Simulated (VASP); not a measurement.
Set up this calculation in VASP 6.6.1, as the native input.

```
Task                   : single point
Functional             : r2SCAN
Dispersion             : D4
Potentials or basis    : VASP PAW PBE potentials, release 64 (S)
Cutoff                 : 550 eV
k mesh                 : 11 × 11 × 11
Occupations            : fermi-dirac, width 0.05 eV
Spin                   : no spin polarisation
Dipole correction      : no
Further INCAR settings : ALGO = Normal; EDIFF = 1e-06; NBANDS = 9
```

S:

```
S
1.0
     1.63850    0.94599    0.86133
    -1.63850    0.94599    0.86133
     0.00000   -1.89198    0.86133
S
1
Cartesian
  0.0000 0.0000 0.0000
```

The input as run:

POSCAR

```
S
1.0
    1.6385000000      0.9459884161      0.8613333333
   -1.6385000000      0.9459884161      0.8613333333
    0.0000000000     -1.8919768321      0.8613333333
S
1
Direct
    0.0000000000      0.0000000000      0.0000000000
```

INCAR.step1

```
PREC = Accurate
ENCUT = 550
ISMEAR = -1
SIGMA = 0.05
LREAL = F
LASPH = T
NELM = 120
NBANDS = 9
GGA = PE
ALGO = Normal
EDIFF = 1E-5
LWAVE = T
LCHARG = F
GGA_COMPAT = F
```

INCAR.step2

```
PREC = Accurate
ENCUT = 550
EDIFF = 1E-6
ISMEAR = -1
SIGMA = 0.05
LREAL = F
LASPH = T
NELM = 120
ALGO = Normal
ISIF = 2
LWAVE = F
LCHARG = F
METAGGA = R2SCAN
LMIXTAU = T
IVDW = 13
VDW_S6 = 1.0
VDW_S8 = 0.6018749
VDW_A1 = 0.51559235
VDW_A2 = 5.77342911
NBANDS = 9
ISTART = 1
GGA_COMPAT = F
```

KPOINTS

```
regular mesh
0
Gamma
  11 11 11
```

Potentials or basis: VASP PAW PBE potentials, release 64 (S).

Run with:

```sh
$ cat potpaw_PBE.64/S/POTCAR > POTCAR
$ cp INCAR.step1 INCAR
$ mpirun -np 1 vasp_std > vasp.out
$ cp INCAR.step2 INCAR
$ mpirun -np 1 vasp_std > vasp.out
```

Results of the run:

| Quantity | Value |
| --- | --- |
| Pressure | 215.0 GPa |
| Band gap on the k mesh | zero (bands 3 and 4 overlap by 15.81 eV) |
| Dispersion energy per atom | -0.274 eV |

Caveat: the cell stands under pressure; the PAW data sets were made with another functional, which shifts forces and pressure a little.

It took 15 s on 1 thread of Intel(R) Xeon(R) Platinum 8259CL CPU @ 2.50GHz (Skylake/Cascade Lake), with other jobs on the host, peak memory 0.12 GiB.
